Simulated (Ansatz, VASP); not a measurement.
# GaP in VASP and in Ansatz

```
CELL_PARAMETERS angstrom
1.78031 1.02786 7.65999
-1.78031 1.02786 7.65999
0.00000 -2.05572 7.65999
ATOMIC_POSITIONS crystal
Ga 0.43537 0.43537 0.43537
Ga 0.56463 0.56463 0.56463
P 0.05739 0.05739 0.05739
P 0.94261 0.94261 0.94261
```

Alike in both runs: task single point; functional LDA; k mesh 12 × 12 × 12; occupations gaussian, width 0.05 eV; no spin polarisation.

|  | VASP | Ansatz |
| --- | --- | --- |
| version | VASP 6.6.1 | Ansatz 0.2.0 |
| potentials or method | VASP PAW LDA potentials, release 64 (Ga_d, P), cutoff 520 eV | scalar-relativistic, plane waves, PAW |
| valence electrons in the cell | 36 | 36 |

|  | VASP | Ansatz | Ansatz less VASP |
| --- | --- | --- | --- |
| gap on the k mesh at the Fermi level (eV) | none | none | - |
| pressure (GPa) | 0.2 | 0.2 | -0.08 |
| traceless stress, the component that is largest in VASP (GPa) | -17.40 | -17.35 | +0.048 |
| rms of the force components (eV/Å) | 0.270 | 0.262 | -0.0073 |

LDA's correlation is that of Perdew and Zunger in VASP and of Perdew and Wang (1992) in Ansatz. Atom by atom the forces differ by 0.007 eV/Å (rms over components). A gap of «none» marks a metal or a gap that the smearing closes.
